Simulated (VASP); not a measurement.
The system is NiO.

```
Ni O
1.0
     0.00000    2.09932    2.09932
     2.09932    0.00000    2.09932
     2.09932    2.09932    0.00000
Ni O
1 1
Direct
  0.00000 0.00000 0.00000
  0.50000 0.50000 0.50000
```

Base run:

| Item | Value |
| --- | --- |
| Program | VASP 6.6.1 |
| Functional | r2SCAN |
| Potentials or basis | VASP PAW PBE potentials, release 64 (Ni, O) |
| Cutoff | 520 eV |
| k mesh | 9 × 9 × 9 |
| Occupations | fermi-dirac, width 0.02 eV |
| Spin | collinear spin, ferromagnetic start |
| Starting moments | [0.2, 0.0] μB |

Its results: band gap on the k mesh zero (filled and empty bands overlap); pressure -13.0 GPa; net moment 0.00 μB per cell.

The run is repeated on the same cell with these changes: moments at the start from [0.2, 0.0] to [2.0, 0.0]. What comes out?

Band gap on the k mesh 0.82 eV, indirect (least direct gap 1.65 eV); pressure -1.4 GPa; net moment 2.00 μB per cell; site moments Ni +1.69; O +0.28 μB.

Caveats: the PAW data sets were made with another functional, which shifts forces and pressure a little; semilocal functionals often make such compounds metallic where correlation or magnetic order opens a gap, which also shifts bond lengths (some runs); a cell with one magnetic atom can't hold antiferromagnetic order, which such compounds often take (some runs).

A k mesh can miss the band edges.
